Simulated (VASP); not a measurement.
# CdS (Hawleyite) (F-43m) in VASP: a series of runs

CdS (Hawleyite) is run at these levels: PBE+D3(BJ); tasks: single point.

Everything below comes from runs of VASP 6.6.1. Logs are shortened: lines on timing, memory, paths and dates and some standing lists are left out, and cuts for length are marked.

## Step 1: The cell of the first run

The structure is cubic, space group F-43m (No. 216). The conventional cell has a = 5.734 Å, b = 5.734 Å, c = 5.734 Å, α = 90.00°, β = 90.00°, γ = 90.00°. Within 3.3 Å of Cd (site symmetry -43m) lie 4 S at 2.48 Å. Within 3.3 Å of S (site symmetry -43m) lie 4 Cd at 2.48 Å.

## Step 2: Single point, PBE+D3(BJ)

INCAR reads:

```
PREC     = Accurate       # precision mode
ENCUT    = 520            # plane-wave cutoff, eV
EDIFF    = 1E-6           # SCF threshold, eV
ISMEAR   = 1              # smearing method
SIGMA    = 0.1            # smearing width, eV
LREAL    = F              # projectors in reciprocal space
LASPH    = T              # aspherical terms in the spheres
NELM     = 80             # most SCF steps
ALGO     = Normal         # electronic algorithm
ISIF     = 2              # what is computed and relaxed
LWAVE    = F              # write WAVECAR
LCHARG   = F              # write CHGCAR
GGA      = PE             # functional
IVDW     = 12             # dispersion correction
NBANDS   = 16             # bands
```

KPOINTS reads:

```
regular mesh
0
Gamma
  6 6 6
```

POSCAR reads:

```
CdS
1.0
    0.0000000000      2.8670582452      2.8670582452
    2.8670582452      0.0000000000      2.8670582452
    2.8670582452      2.8670582452      0.0000000000
Cd S
1 1
Direct
    0.0000000000      0.0000000000      0.0000000000
    0.2500000000      0.2500000000      0.2500000000
```

Potentials or basis: VASP PAW PBE potentials, release 64 (Cd, S).

Run with:

```console
cat potpaw_PBE.64/Cd/POTCAR potpaw_PBE.64/S/POTCAR > POTCAR
mpirun -np 1 vasp_std > vasp.out
```

OUTCAR:

```text
PREC = Accurate
   ENCUT = 520
   EDIFF = 1E-6
   ISMEAR = 1
   LREAL = F
   LASPH = T
   NELM = 80
   ISIF = 2
   GGA = PE
   IVDW = 12
 IVDW          = 12

 ion  position               nearest neighbor table
   1  0.000  0.000  0.000-   2 2.48   2 2.48   2 2.48   2 2.48
   2  0.250  0.250  0.250-   1 2.48   1 2.48   1 2.48   1 2.48

  LATTYP: Found a face centered cubic cell.
 ALAT       =     5.7341164904

  Lattice vectors:

 A1 = (   0.0000000000,   2.8670582452,   2.8670582452)
 A2 = (   2.8670582452,   0.0000000000,   2.8670582452)
 A3 = (   2.8670582452,   2.8670582452,   0.0000000000)

Analysis of symmetry for initial positions (statically):
=====================================================================
 Subroutine PRICEL returns:
 Original cell was already a primitive cell.

 Routine SETGRP: Setting up the symmetry group for a
 face centered cubic supercell.

 Subroutine GETGRP returns: Found 24 space group operations
 (whereof 24 operations were pure point group operations)
 out of a pool of 48 trial point group operations.

The static configuration has the point symmetry T_d .

Analysis of symmetry for dynamics (positions and initial velocities):
=====================================================================
 Subroutine PRICEL returns:
 Original cell was already a primitive cell.

 Routine SETGRP: Setting up the symmetry group for a
 face centered cubic supercell.

 Subroutine GETGRP returns: Found 24 space group operations
 (whereof 24 operations were pure point group operations)
 out of a pool of 48 trial point group operations.

The dynamic configuration has the point symmetry T_d .

 Subroutine INISYM returns: Found 24 space group operations
 (whereof 24 operations are pure point group operations),
 and found     1 'primitive' translations

----------------------------------------------------------------------------------------

                                     Primitive cell

  volume of cell :      47.1346

  direct lattice vectors                    reciprocal lattice vectors
     0.000000000  2.867058245  2.867058245    -0.174394783  0.174394783  0.174394783
     2.867058245  0.000000000  2.867058245     0.174394783 -0.174394783  0.174394783
     2.867058245  2.867058245  0.000000000     0.174394783  0.174394783 -0.174394783

  length of vectors
     4.054632654  4.054632654  4.054632654     0.302060624  0.302060624  0.302060624

  position of ions in fractional coordinates (direct lattice)
     0.000000000  0.000000000  0.000000000
     0.250000000  0.250000000  0.250000000

  ion indices of the primitive-cell ions
   primitive index   ion index
                 1           1
                 2           2

----------------------------------------------------------------------------------------

 KPOINTS: regular mesh

Automatic generation of k-mesh.
 Grid dimensions read from file:
 generate k-points for:    6    6    6

 Generating k-lattice:

  Cartesian coordinates                     Fractional coordinates (reciprocal lattice)
    -0.029065797  0.029065797  0.029065797     0.166666667  0.000000000  0.000000000
     0.029065797 -0.029065797  0.029065797     0.000000000  0.166666667  0.000000000
     0.029065797  0.029065797 -0.029065797     0.000000000  0.000000000  0.166666667

  Length of vectors
     0.050343437  0.050343437  0.050343437

  Shift w.r.t. Gamma in fractional coordinates (k-lattice)
     0.000000000  0.000000000  0.000000000

 Subroutine IBZKPT returns following result:
 ===========================================

 Found     16 irreducible k-points:

 Following reciprocal coordinates:
            Coordinates               Weight
  0.000000  0.000000  0.000000      1.000000
  0.166667  0.000000  0.000000      8.000000
  0.333333  0.000000  0.000000      8.000000
  0.500000  0.000000  0.000000      4.000000
  0.166667  0.166667  0.000000      6.000000
  0.333333  0.166667  0.000000     24.000000
[... 8 lines left out ...]
 -0.333333  0.333333  0.166667     24.000000
 -0.333333  0.500000  0.166667     12.000000
   k-points           NKPTS =     16   k-points in BZ     NKDIM =     16   number of bands    NBANDS=     16
   number of dos      NEDOS =    301   number of ions     NIONS =      2
   total plane-waves  NPLWV =  27000
   dimension x,y,z NGX =    30 NGY =   30 NGZ =   30
   dimension x,y,z NGXF=    60 NGYF=   60 NGZF=   60
   ions per type =               1   1
   NGX,Y,Z   is equivalent  to a cutoff of  12.30, 12.30, 12.30 a.u.
   NGXF,Y,Z  is equivalent  to a cutoff of  24.60, 24.60, 24.60 a.u.
 SYSTEM =  unknown system
   PREC   = accura    normal or accurate (medium, high low for compatibility)
   ISTART =      0    job   : 0-new  1-cont  2-samecut
   ICHARG =      2    charge: 1-file 2-atom 10-const
   ISPIN  =      1    spin polarized calculation?
   LNONCOLLINEAR =      F non collinear calculations
   LSORBIT =      F    spin-orbit coupling
   LASPH  =      T    aspherical Exc in radial PAW
   ENCUT  =  520.0 eV  38.22 Ry    6.18 a.u.   7.54  7.54  7.54*2*pi/ulx,y,z
   NELM   =     80;   NELMIN=  2; NELMDL= -5     # of ELM steps
   EDIFF  = 0.1E-05   stopping-criterion for ELM
   LREAL  =      F    real-space projection
   EDIFFG = 0.1E-04   stopping-criterion for IOM
   NSW    =      0    number of steps for IOM
   IBRION =     -1    ionic relax: 0-MD 1-quasi-New 2-CG
   NFREE  =      0    steps in history (QN), initial steepest desc. (CG)
   ISIF   =      2    stress and relaxation
   ISYM   =      2    0-nonsym 1-usesym 2-fastsym
   POTIM  = 0.5000    time-step for ionic-motion
   TEBEG  =    0.0;   TEEND  =   0.0 temperature during run
   PSTRESS=    0.0 pullay stress
   NELECT =      18.0000    total number of electrons
   NUPDOWN=      -1.0000    fix difference up-down
   EMIN   =  10.00;   EMAX   =-10.00  energy-range for DOS
   EFERMI =   0.00;   METHOD = LEGACY
   ISMEAR =     1;   SIGMA  =   0.10  broadening in eV -4-tet -1-fermi 0-gaus
   EFERMI_NEDOS =   21; number of points for ismear=-14 and -15
   IALGO  =     38    algorithm
   IMIX   =      4    mixing-type and parameters
     AMIX     =   0.40;   BMIX     =  1.00
     AMIX_MAG =   1.60;   BMIX_MAG =  1.00
  volume/ion in A,a.u.               =      23.57       159.04
  Fermi-wavevector in a.u.,A,eV,Ry     =   1.187734  2.244492 19.193899  1.410712
  Thomas-Fermi vector in A             =   2.323879
   LORBIT       =      0    0 simple, 1 ext, 2 COOP (PROOUT), +10 PAW based schemes
   GGA     = PE    functional components
   LHFCALC =     F    Hartree Fock is set to
   AEXX    =    0.0000 exact exchange contribution
   IVDW    =    12    specifies the selected vdW correction
   LEPSILON=     F    determine dielectric tensor
   LRPA    =     F    only Hartree local field effects (RPA)
 non-spin polarized calculation
 Methfessel and Paxton  Order N= 1 SIGMA  =   0.10
  energy-cutoff  :      520.00
  volume of cell :       47.13
 maximum number of plane-waves:      1303
   NGX = 15   NGY = 15   NGZ = 15

 number of electron      18.0000006 magnetization

 Free energy of the ion-electron system (eV)
  ---------------------------------------------------
  ext. energy  EPLUGINS =         0.00000000
  ---------------------------------------------------
  free energy    TOTEN  =        -6.04008181 eV

  energy without entropy =       -6.04016414  energy(sigma->0) =       -6.04010925

 E-fermi :   1.8580     XC(G=0):  -9.3917

 val. band max:        1.7739477017   @ k =   0.0000   0.0000   0.0000
 cond. band min:       3.0330642348   @ k =   0.0000   0.0000   0.0000
 fundamental gap:      1.2591165331
 Fermi energy:         1.8580148374

 k-point     1 :       0.0000    0.0000    0.0000
  band No.  band energies     occupation
      1     -10.9268      2.00000
      2      -6.1614      2.00000
      3      -6.1614      2.00000
      4      -6.1614      2.00000
      5      -5.6077      2.00000
      6      -5.6077      2.00000
[... 8 lines left out ...]
     15      13.3267      0.00000
     16      13.4933      0.00000

 k-point     2 :       0.1667    0.0000    0.0000
  band No.  band energies     occupation
      1     -10.8083      2.00000
      2      -6.1184      2.00000
      3      -6.1184      2.00000
      4      -6.0578      2.00000
      5      -5.6088      2.00000
      6      -5.6088      2.00000
[... 8 lines left out ...]
     15      12.5131      0.00000
     16      13.7722      0.00000

 k-point     3 :       0.3333    0.0000    0.0000
  band No.  band energies     occupation
      1     -10.5696      2.00000
      2      -6.0482      2.00000
      3      -6.0482      2.00000
      4      -5.6492      2.00000
      5      -5.5886      2.00000
      6      -5.5886      2.00000
[... 8 lines left out ...]
     15      12.9612      0.00000
     16      12.9612      0.00000

 k-point     4 :       0.5000    0.0000    0.0000
  band No.  band energies     occupation
      1     -10.4512      2.00000
      2      -6.0242      2.00000
      3      -6.0242      2.00000
      4      -5.5638      2.00000
      5      -5.5638      2.00000
      6      -5.1800      2.00000
[... 8 lines left out ...]
     15      14.4317      0.00000
     16      14.4317      0.00000
[... 172 lines left out ...]
 k-point    14 :       0.5000    0.3333    0.1667
  band No.  band energies     occupation
      1     -10.4178      2.00000
      2      -5.9468      2.00000
      3      -5.9388      2.00000
      4      -5.7276      2.00000
      5      -5.5624      2.00000
      6      -5.2963      2.00000
[... 8 lines left out ...]
     15      14.9648      0.00000
     16      15.2375      0.00000

 k-point    15 :      -0.3333    0.3333    0.1667
  band No.  band energies     occupation
      1     -10.3429      2.00000
      2      -5.9439      2.00000
      3      -5.8921      2.00000
      4      -5.6570      2.00000
      5      -5.5882      2.00000
      6      -4.9774      2.00000
[... 8 lines left out ...]
     15      14.4349      0.00000
     16      15.2816      0.00000

 k-point    16 :      -0.3333    0.5000    0.1667
  band No.  band energies     occupation
      1     -10.3063      2.00000
      2      -5.9105      2.00000
      3      -5.8459      2.00000
      4      -5.6998      2.00000
      5      -5.5601      2.00000
      6      -4.9413      2.00000
[... 8 lines left out ...]
     15      15.1293      0.00000
     16      15.2784      0.00000

------------------------ aborting loop because EDIFF is reached ----------------------------------------

 Edisp (eV)   -0.64968

 E8    (eV) :    -0.2653

  FORCE on cell =-STRESS in cart. coord.  units (eV):
  Direction    XX          YY          ZZ          XY          YZ          ZX
  --------------------------------------------------------------------------------------
  -------------------------------------------------------------------------------------
  Total       1.36388     1.36388     1.36388    -0.00000     0.00000     0.00000
  in kB      46.36054    46.36054    46.36054    -0.00000     0.00000     0.00000
  external pressure =       46.36 kB  Pullay stress =        0.00 kB

 VOLUME and BASIS-vectors are now :
 -----------------------------------------------------------------------------
  energy-cutoff  :      520.00
  volume of cell :       47.13
      direct lattice vectors                 reciprocal lattice vectors
     0.000000000  2.867058245  2.867058245    -0.174394783  0.174394783  0.174394783
     2.867058245  0.000000000  2.867058245     0.174394783 -0.174394783  0.174394783
     2.867058245  2.867058245  0.000000000     0.174394783  0.174394783 -0.174394783

 POSITION                                       TOTAL-FORCE (eV/Angst)
 -----------------------------------------------------------------------------------
      0.00000      0.00000      0.00000         0.000000      0.000000      0.000000
      1.43353      1.43353      1.43353        -0.000000     -0.000000     -0.000000
 -----------------------------------------------------------------------------------
    total drift:                               -0.000001     -0.000001     -0.000001

  FREE ENERGIE OF THE ION-ELECTRON SYSTEM (eV)
  ---------------------------------------------------
  free  energy   TOTEN  =        -6.6897582505 eV

  energy  without entropy=       -6.6898405761  energy(sigma->0) =       -6.68978569
```

Run time: 10 s. Hardware: 1 thread of Intel Xeon 6975P-C, shared host; peak memory 0.18 GiB.

What came out:

- Free energy: -6.6898 eV
- Pressure: 4.6 GPa
- Band gap on the k mesh: 1.26 eV, direct
- Dispersion energy per atom: -0.325 eV

## Step 3: Single point, PBE+D3(BJ)

This run uses another cell than the first one, of 24.19 Å³/atom, 1.026 times its volume.

INCAR reads:

```
SYSTEM = CdS
PREC     = Accurate       ! precision mode
ENCUT    = 520            ! plane-wave cutoff, eV
EDIFF    = 1E-6           ! SCF threshold, eV
ISMEAR   = 1              ! smearing method
SIGMA    = 0.1            ! smearing width, eV
LREAL    = .FALSE.        ! projectors in reciprocal space
LASPH    = .TRUE.         ! aspherical terms in the spheres
NELM     = 80             ! most SCF steps
ALGO     = Normal         ! electronic algorithm
ISIF     = 2              ! what is computed and relaxed
LWAVE    = .FALSE.        ! write WAVECAR
LCHARG   = .FALSE.        ! write CHGCAR
GGA      = PE             ! functional
IVDW     = 12             ! dispersion correction
NBANDS   = 16             ! bands
```

KPOINTS reads:

```
Automatic mesh
0
G
  6 6 6
  0 0 0
```

POSCAR reads:

```
CdS
1.0
    0.0000000000      2.8919904379      2.8919904379
    2.8919904379      0.0000000000      2.8919904379
    2.8919904379      2.8919904379      0.0000000000
Cd S
1 1
Direct
    0.0000000000      0.0000000000      0.0000000000
    0.2500000000      0.2500000000      0.2500000000
```

Potentials or basis: VASP PAW PBE potentials, release 64 (Cd, S).

Run with:

```console
cat potpaw_PBE.64/Cd/POTCAR potpaw_PBE.64/S/POTCAR > POTCAR
mpirun -np 1 vasp_std > vasp.out
```

Wall time 10 s (1 thread of Intel Xeon 6975P-C, shared host); peak memory 0.17 GiB.

It converged, with:

| Quantity | Value |
| --- | --- |
| Free energy | -6.7181 eV |
| Pressure | 2.7 GPa |
| Band gap on the k mesh | 1.20 eV, direct |
| Dispersion energy per atom | -0.316 eV |

Levels at points of the mesh, in eV from the valence-band top:
```tsv
k point	band 5	band 6	band 7	band 8	band 9	band 10	band 11	band 12	band 13	band 14
(0.00, 0.00, 0.00)	-7.31	-7.31	0.00	0.00	0.00	1.20	6.54	6.54	6.54	11.52
(0.50, 0.00, 0.00)	-7.27	-6.91	-4.56	-0.79	-0.79	3.05	7.01	7.01	7.55	11.17
(0.50, 0.50, 0.00)	-7.22	-6.84	-4.07	-1.97	-1.97	3.51	4.38	9.34	10.93	10.93
```

## Step 4: Single point, PBE+D3(BJ)

This run uses another cell than the first one, of 24.81 Å³/atom, 1.053 times its volume.

INCAR reads:

```
SYSTEM = CdS
PREC     = Accurate       ! precision mode
ENCUT    = 520            ! plane-wave cutoff, eV
EDIFF    = 1E-7           ! SCF threshold, eV
ISMEAR   = 1              ! smearing method
SIGMA    = 0.1            ! smearing width, eV
LREAL    = .False.        ! projectors in reciprocal space
LASPH    = .True.         ! aspherical terms in the spheres
NELM     = 60             ! most SCF steps
ALGO     = Normal         ! electronic algorithm
ISIF     = 2              ! what is computed and relaxed
LWAVE    = .False.        ! write WAVECAR
LCHARG   = .True.         ! write CHGCAR
GGA      = PE             ! functional
IVDW     = 12             ! dispersion correction
LELF     = .True.         ! ELF
LVHAR    = .True.       
NBANDS   = 16             ! bands
```

KPOINTS reads:

```
regular mesh
0
Gamma
  6 6 6
  0 0 0
```

POSCAR reads:

```
CdS
1.0
    0.0000000000      2.9165000000      2.9165000000
    2.9165000000      0.0000000000      2.9165000000
    2.9165000000      2.9165000000      0.0000000000
Cd S
1 1
Direct
    0.0000000000      0.0000000000      0.0000000000
    0.2500000000      0.2500000000      0.2500000000
```

Run with:

```console
cat potpaw_PBE.64/Cd/POTCAR potpaw_PBE.64/S/POTCAR > POTCAR
mpirun -np 1 vasp_std > vasp.out
```

It took 9.8 s on 1 thread of Intel Xeon 6975P-C, shared host; peak memory 0.19 GiB.

Results (log left out):

```
Free energy                : -6.7323 eV
Pressure                   : 1.0 GPa
Band gap on the k mesh     : 1.15 eV, direct
Dispersion energy per atom : -0.307 eV
```

Levels at points of the mesh, in eV from the valence-band top:
```csv
k point,band 5,band 6,band 7,band 8,band 9,band 10,band 11,band 12,band 13,band 14
"(0.00, 0.00, 0.00)",-7.25,-7.25,0.00,0.00,0.00,1.15,6.55,6.55,6.55,11.44
"(0.50, 0.00, 0.00)",-7.21,-6.87,-4.40,-0.75,-0.75,3.01,7.01,7.01,7.48,11.09
"(0.50, 0.50, 0.00)",-7.16,-6.81,-3.95,-1.88,-1.88,3.55,4.35,9.23,10.78,10.78
```

As with any semilocal functional, this PBE gap is likely too small.

## Step 5: Summary

```csv
cell,gap on the mesh (eV),pressure (GPa)
"a = 4.055 Å, angles 60.0°, 2 atoms",1.26,4.6
"a = 4.090 Å, angles 60.0°, 2 atoms",1.20,2.7
"a = 4.125 Å, angles 60.0°, 2 atoms",1.15,1.0
```

Alike in all rows: task single point; level PBE+D3(BJ); potentials or basis VASP PAW PBE potentials, release 64 (Cd, S); no spin polarisation; k mesh 6 × 6 × 6; cutoff (eV) 520; smearing methfessel-paxton 0.1 eV.

Total energies depend on the potentials used, so only differences within one code and one set of settings carry meaning.
